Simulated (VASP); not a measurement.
# C (P-1) in VASP: further runs

Runs on C. Level: PBEsol. Tasks: single point.

Everything below comes from runs of VASP 6.6.1. Logs are shortened: lines on timing, memory, paths and dates and some standing lists are left out, and cuts for length are marked.

## (1) The cell of the first run

The typed cell holds 10 atoms: a = 2.459 Å, b = 3.891 Å, c = 10.506 Å, α = 95.77°, β = 88.92°, γ = 108.29°.

## (2) Single point, PBEsol (the part above a cut slid along it)

File INCAR:

```
PREC     = Accurate       # precision mode
ENCUT    = 520            # plane-wave cutoff, eV
EDIFF    = 1E-6           # SCF threshold, eV
ISMEAR   = 0              # smearing method
SIGMA    = 0.05           # smearing width, eV
LREAL    = False          # projectors in reciprocal space
LASPH    = True           # aspherical terms in the spheres
NELM     = 60             # most SCF steps
ALGO     = Normal         # electronic algorithm
ISIF     = 2              # what is computed and relaxed
LWAVE    = False          # write WAVECAR
LCHARG   = True           # write CHGCAR
GGA      = PS             # functional
LELF     = True           # ELF
LVHAR    = True         
NBANDS   = 31             # bands
```

File KPOINTS:

```
regular mesh
0
Gamma
  11 7 3
```

File POSCAR:

```
C
1.0
   -2.1294220588     -1.2294315772      0.0088643343
    1.3950280734      0.0000000000     -3.6324024213
    4.8708391054     -8.8109263031      3.0018864038
C
10
Direct
    0.8222021784      0.1555174266      0.0666694635
    0.3888688450      0.3221840932      0.2666694635
   -0.0444644883      0.4888507599      0.4666694635
    0.5222021783      0.6555174266      0.6666694635
    0.0888688450      0.8221840932      0.8666694635
    0.6111311550     -0.1221840932      0.9333305365
    0.3444644883      0.2111492401      0.1333305365
    0.9111311550      0.3778159068      0.3333305365
    0.4777978216      0.5444825735      0.5333305365
    0.0444644883      0.7111492401      0.7333305365
```

Potentials or basis: VASP PAW PBE potentials, release 64 (C).

Launch:

```
$ cat potpaw_PBE.64/C/POTCAR > POTCAR
$ mpirun -np 1 vasp_std > vasp.out
```

OUTCAR:

```text
PREC = Accurate
   ENCUT = 520
   EDIFF = 1E-6
   ISMEAR = 0
   LREAL = False
   LASPH = True
   NELM = 60
   ISIF = 2
   GGA = PS

 ion  position               nearest neighbor table
   1  0.822  0.156  0.067-   7 1.42   7 1.42   6 1.66
   2  0.389  0.322  0.267-   8 1.42   8 1.42   7 1.42
   3  0.956  0.489  0.467-   9 1.42   9 1.42   8 1.42
   4  0.522  0.656  0.667-  10 1.42  10 1.42   9 1.42
   5  0.089  0.822  0.867-   6 1.42   6 1.42  10 1.42
   6  0.611  0.878  0.933-   5 1.42   5 1.42   1 1.66
   7  0.344  0.211  0.133-   1 1.42   1 1.42   2 1.42
   8  0.911  0.378  0.333-   2 1.42   2 1.42   3 1.42
   9  0.478  0.544  0.533-   3 1.42   3 1.42   4 1.42
  10  0.044  0.711  0.733-   4 1.42   4 1.42   5 1.42

  LATTYP: Found a triclinic cell.
 ALAT       =    15.4117292286
 B/A-ratio  =     0.3383528189
 C/A-ratio  =     1.3696457869
 COS(alpha) =     0.0013020455
 COS(beta)  =     0.6779084720
 COS(gamma) =     0.7338948558

  Lattice vectors:

 A1 = (   2.1780611590,  11.2697894575, -10.2844199150)
 A2 = (   3.5244501322,   1.2294315772,  -3.6412667556)
 A3 = ( -11.8711002696,  16.3924210290,  -5.9949084733)

Analysis of symmetry for initial positions (statically):
=====================================================================
 Subroutine PRICEL returns:
 Original cell was already a primitive cell.

 Routine SETGRP: Setting up the symmetry group for a
 triclinic supercell.

 Subroutine GETGRP returns: Found  2 space group operations
 (whereof  1 operations were pure point group operations)
 out of a pool of  2 trial point group operations.

The static configuration has the point symmetry C_1 .
 The point group associated with its full space group is S_2 .

Analysis of symmetry for dynamics (positions and initial velocities):
=====================================================================
 Subroutine PRICEL returns:
 Original cell was already a primitive cell.

 Routine SETGRP: Setting up the symmetry group for a
 triclinic supercell.

 Subroutine GETGRP returns: Found  2 space group operations
 (whereof  1 operations were pure point group operations)
 out of a pool of  2 trial point group operations.

The dynamic configuration has the point symmetry C_1 .
 The point group associated with its full space group is S_2 .

 Subroutine INISYM returns: Found  2 space group operations
 (whereof  1 operations are pure point group operations),
 and found     1 'primitive' translations

----------------------------------------------------------------------------------------

                                     Primitive cell

  volume of cell :      94.9435

  direct lattice vectors                    reciprocal lattice vectors
    -2.129422059 -1.229431577  0.008864334    -0.337093462 -0.230458806 -0.129461108
     1.395028073  0.000000000 -3.632402421     0.038049064 -0.067782002 -0.260687110
     4.870839105 -8.810926303  3.001886404     0.047036297 -0.081338402  0.018064341

  length of vectors
     2.458865365  3.891073204 10.505656471     0.428373017  0.272029227  0.095680036

  position of ions in fractional coordinates (direct lattice)
     0.822202178  0.155517427  0.066669463
     0.388868845  0.322184093  0.266669464
     0.955535512  0.488850760  0.466669463
     0.522202178  0.655517427  0.666669464
     0.088868845  0.822184093  0.866669464
     0.611131155  0.877815907  0.933330537
     0.344464488  0.211149240  0.133330536
     0.911131155  0.377815907  0.333330537
     0.477797822  0.544482573  0.533330537
     0.044464488  0.711149240  0.733330536

  ion indices of the primitive-cell ions
   primitive index   ion index
                 1           1
                 2           2
                 3           3
                 4           4
                 5           5
                 6           6
                 7           7
                 8           8
                 9           9
                10          10

----------------------------------------------------------------------------------------

 KPOINTS: regular mesh

Automatic generation of k-mesh.
 Grid dimensions read from file:
 generate k-points for:   11    7    3

 Generating k-lattice:

  Cartesian coordinates                     Fractional coordinates (reciprocal lattice)
    -0.030644860 -0.020950801 -0.011769192     0.090909091  0.000000000 -0.000000000
     0.005435581 -0.009683143 -0.037241016    -0.000000000  0.142857143  0.000000000
     0.015678766 -0.027112801  0.006021447     0.000000000 -0.000000000  0.333333333

  Length of vectors
     0.038943002  0.038861318  0.031893345

  Shift w.r.t. Gamma in fractional coordinates (k-lattice)
     0.000000000  0.000000000  0.000000000

 Subroutine IBZKPT returns following result:
 ===========================================

 Found    116 irreducible k-points:

 Following reciprocal coordinates:
            Coordinates               Weight
  0.000000  0.000000  0.000000      1.000000
  0.090909 -0.000000 -0.000000      2.000000
  0.181818 -0.000000 -0.000000      2.000000
  0.272727 -0.000000 -0.000000      2.000000
  0.363636 -0.000000 -0.000000      2.000000
  0.454545 -0.000000 -0.000000      2.000000
[... 16 lines left out ...]
  0.454545  0.285714  0.000000      2.000000
 -0.454545  0.285714  0.000000      2.000000
 [... further k-points ...]
   k-points           NKPTS =    116   k-points in BZ     NKDIM =    116   number of bands    NBANDS=     31
   number of dos      NEDOS =    301   number of ions     NIONS =     10
   total plane-waves  NPLWV =  43200
   dimension x,y,z NGX =    18 NGY =   30 NGZ =   80
   dimension x,y,z NGXF=    36 NGYF=   60 NGZF=  160
   ions per type =              10
   NGX,Y,Z   is equivalent  to a cutoff of  12.17, 12.82, 12.66 a.u.
   NGXF,Y,Z  is equivalent  to a cutoff of  24.34, 25.63, 25.32 a.u.
 SYSTEM =  unknown system
   PREC   = accura    normal or accurate (medium, high low for compatibility)
   ISTART =      0    job   : 0-new  1-cont  2-samecut
   ICHARG =      2    charge: 1-file 2-atom 10-const
   ISPIN  =      1    spin polarized calculation?
   LNONCOLLINEAR =      F non collinear calculations
   LSORBIT =      F    spin-orbit coupling
   LASPH  =      T    aspherical Exc in radial PAW
   ENCUT  =  520.0 eV  38.22 Ry    6.18 a.u.   4.57  7.23 19.53*2*pi/ulx,y,z
   NELM   =     60;   NELMIN=  2; NELMDL= -5     # of ELM steps
   EDIFF  = 0.1E-05   stopping-criterion for ELM
   LREAL  =      F    real-space projection
   EDIFFG = 0.1E-04   stopping-criterion for IOM
   NSW    =      0    number of steps for IOM
   IBRION =     -1    ionic relax: 0-MD 1-quasi-New 2-CG
   NFREE  =      0    steps in history (QN), initial steepest desc. (CG)
   ISIF   =      2    stress and relaxation
   ISYM   =      2    0-nonsym 1-usesym 2-fastsym
   POTIM  = 0.5000    time-step for ionic-motion
   TEBEG  =    0.0;   TEEND  =   0.0 temperature during run
   PSTRESS=    0.0 pullay stress
   NELECT =      40.0000    total number of electrons
   NUPDOWN=      -1.0000    fix difference up-down
   EMIN   =  10.00;   EMAX   =-10.00  energy-range for DOS
   EFERMI =   0.00;   METHOD = LEGACY
   ISMEAR =     0;   SIGMA  =   0.05  broadening in eV -4-tet -1-fermi 0-gaus
   EFERMI_NEDOS =   21; number of points for ismear=-14 and -15
   IALGO  =     38    algorithm
   IMIX   =      4    mixing-type and parameters
     AMIX     =   0.40;   BMIX     =  1.00
     AMIX_MAG =   1.60;   BMIX_MAG =  1.00
  volume/ion in A,a.u.               =       9.49        64.07
  Fermi-wavevector in a.u.,A,eV,Ry     =   1.227269  2.319202 20.492948  1.506189
  Thomas-Fermi vector in A             =   2.362239
   LORBIT       =      0    0 simple, 1 ext, 2 COOP (PROOUT), +10 PAW based schemes
   GGA     = PS    functional components
   LHFCALC =     F    Hartree Fock is set to
   AEXX    =    0.0000 exact exchange contribution
   IVDW    =     0    specifies the selected vdW correction
   LEPSILON=     F    determine dielectric tensor
   LRPA    =     F    only Hartree local field effects (RPA)
 non-spin polarized calculation
 Gauss-broadening in eV      SIGMA  =   0.05
  energy-cutoff  :      520.00
  volume of cell :       94.94
 maximum number of plane-waves:      2584
   NGX =  9   NGY = 15   NGZ = 39

 number of electron      40.0000003 magnetization

 Free energy of the ion-electron system (eV)
  ---------------------------------------------------
  ext. energy  EPLUGINS =         0.00000000
  ---------------------------------------------------
  free energy    TOTEN  =       -95.16386599 eV

  energy without entropy =      -95.16385360  energy(sigma->0) =      -95.16385980

 E-fermi :   4.0385     XC(G=0): -10.0874

 val. band max:        3.9354422112   @ k =   0.3636   0.2857  -0.0000
 cond. band min:       4.1347943913   @ k =  -0.3636   0.2857   0.3333
 fundamental gap:      0.1993521801
 Fermi energy:         4.0385198547

 k-point     1 :       0.0000    0.0000    0.0000
  band No.  band energies     occupation
      1     -15.5248      2.00000
      2     -14.7132      2.00000
      3     -14.3095      2.00000
      4     -11.9890      2.00000
      5     -11.5438      2.00000
      6      -7.4993      2.00000
[... 23 lines left out ...]
     30      12.3059      0.00000
     31      12.6300      0.00000

 k-point     2 :       0.0909   -0.0000   -0.0000
  band No.  band energies     occupation
      1     -15.3727      2.00000
      2     -14.5705      2.00000
      3     -14.1520      2.00000
      4     -11.8734      2.00000
      5     -11.3812      2.00000
      6      -7.4307      2.00000
[... 740 lines left out ...]
 k-point    24 :      -0.4545    0.2857    0.0000
  band No.  band energies     occupation
      1     -11.9044      2.00000
      2     -11.2114      2.00000
      3     -10.7386      2.00000
      4     -10.2706      2.00000
      5      -9.7904      2.00000
      6      -8.5699      2.00000
[... 23 lines left out ...]
     30      13.3570      0.00000
     31      14.0792      0.00000

 [... further k-points ...]

------------------------ aborting loop because EDIFF is reached ----------------------------------------

  FORCE on cell =-STRESS in cart. coord.  units (eV):
  Direction    XX          YY          ZZ          XY          YZ          ZX
  --------------------------------------------------------------------------------------
  -------------------------------------------------------------------------------------
  Total        1.8418372     -7.1485316     -1.4173670      0.6164475     -2.6674579      0.1235315
  in kB       31.0811173   -120.6319164    -23.9181566     10.4025895    -45.0135182      2.0846018
  external PRESSURE =     -37.8229852 kB  Pullay stress =       0.0000000 kB

 VOLUME and BASIS-vectors are now :
 -----------------------------------------------------------------------------
  energy-cutoff  :      520.00
  volume of cell :       94.94
      direct lattice vectors                 reciprocal lattice vectors
    -2.129422059 -1.229431577  0.008864334    -0.337093462 -0.230458806 -0.129461108
     1.395028073  0.000000000 -3.632402421     0.038049064 -0.067782002 -0.260687110
     4.870839105 -8.810926303  3.001886404     0.047036297 -0.081338402  0.018064341

 POSITION                                       TOTAL-FORCE (eV/Angst)
 -----------------------------------------------------------------------------------
     -1.20913     -1.59826     -0.35748         0.149269      3.583240      3.452420
      0.92029     -2.82769     -0.36634         0.261602     -0.074752     -0.457483
      0.92029     -5.28656     -0.36634         0.035210     -0.020373      0.052199
      3.04972     -6.51599     -0.37521         0.044472     -0.043165     -0.021822
      5.17914     -7.74542     -0.38407         0.535791     -0.578813      0.275515
      4.46932     -8.97485     -0.38141        -0.149269     -3.583240     -3.452420
      0.21048     -1.59826     -0.36368        -0.535791      0.578813     -0.275515
      0.21048     -4.05712     -0.36368        -0.044472      0.043165      0.021822
      2.33990     -5.28656     -0.37255        -0.035210      0.020373     -0.052199
      4.46932     -6.51599     -0.38141        -0.261602      0.074752      0.457483
 -----------------------------------------------------------------------------------
    total drift:                               -0.000001      0.000001     -0.000001

  FREE ENERGIE OF THE ION-ELECTRON SYSTEM (eV)
  ---------------------------------------------------
  free  energy   TOTEN  =       -95.1638659934 eV

  energy  without entropy=      -95.1638535999  energy(sigma->0) =      -95.16385980
```

Run time: 4.2 min. Hardware: 1 thread of AMD EPYC 7R13 (Zen 3), shared host; peak memory 0.31 GiB.

Results:

```
Free energy   : -95.1639 eV
Pressure      : -3.8 GPa
Largest force : 4.978 eV/Å
```

Forces in eV/Å, atoms in the order of the input:
```
C    0.149  3.583  3.452
C    0.262 -0.075 -0.457
C    0.035 -0.020  0.052
C    0.044 -0.043 -0.022
C    0.536 -0.579  0.276
C   -0.149 -3.583 -3.452
C   -0.536  0.579 -0.276
C   -0.044  0.043  0.022
C   -0.035  0.020 -0.052
C   -0.262  0.075  0.457
```

Caveat: the cell differs from its parent crystal (the part above a cut slid along it); the stress differs along the axes, from -12 to 3 GPa; this functional lacks dispersion, which binds layers or chains, so the pressure and a relaxed spacing across them are unreliable; the PAW data sets were made with another functional, which shifts forces and pressure a little.

(Continued in part 2 of 2.)
